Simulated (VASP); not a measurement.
Input of a VASP 6.6.1 run:

POSCAR

```
Ir
1.0
    0.0000000000      1.8764951499      1.8764951499
    1.8764951499      0.0000000000      1.8764951499
    1.8764951499      1.8764951499      0.0000000000
Ir
1
Direct
    0.0000000000      0.0000000000      0.0000000000
```

The input INCAR.step1:

```
SYSTEM = Ir
ALGO     = Normal         ! electronic algorithm
EDIFF    = 1E-4           ! SCF threshold, eV
ENCUT    = 520            ! plane-wave cutoff, eV
GGA      = PE             ! functional
ISMEAR   = -1             ! smearing method
LASPH    = .TRUE.         ! aspherical terms in the spheres
LCHARG   = .FALSE.        ! write CHGCAR
LREAL    = .FALSE.        ! projectors in reciprocal space
LWAVE    = .TRUE.         ! write WAVECAR
NBANDS   = 10             ! bands
NELM     = 60             ! most SCF steps
PREC     = Accurate       ! precision mode
SIGMA    = 0.05           ! smearing width, eV
```

INCAR.step2

```
SYSTEM = Ir
ALGO     = Normal         ! electronic algorithm
EDIFF    = 1E-6           ! SCF threshold, eV
ENCUT    = 520            ! plane-wave cutoff, eV
ISIF     = 2              ! what is computed and relaxed
ISMEAR   = -1             ! smearing method
ISTART   = 1            
LASPH    = .TRUE.         ! aspherical terms in the spheres
LCHARG   = .FALSE.        ! write CHGCAR
LMIXTAU  = .TRUE.       
LREAL    = .FALSE.        ! projectors in reciprocal space
LWAVE    = .FALSE.        ! write WAVECAR
METAGGA  = R2SCAN         ! meta-GGA
NBANDS   = 10             ! bands
NELM     = 60             ! most SCF steps
PREC     = Accurate       ! precision mode
SIGMA    = 0.05           ! smearing width, eV
```

Contents of KPOINTS:

```
k-points
0
G
  12 12 12
  0 0 0
```

Potentials or basis: VASP PAW PBE potentials, release 64 (Ir).

Command:

```bash
$ cat potpaw_PBE.64/Ir/POTCAR > POTCAR
$ cp INCAR.step1 INCAR
$ mpirun -np 1 vasp_std > vasp.out
$ cp INCAR.step2 INCAR
$ mpirun -np 1 vasp_std > vasp.out
```

**Question.** Estimate the pressure.

**Answer.** 35.8 GPa.

Caveat: the PAW data sets were made with another functional, which shifts forces and pressure a little.
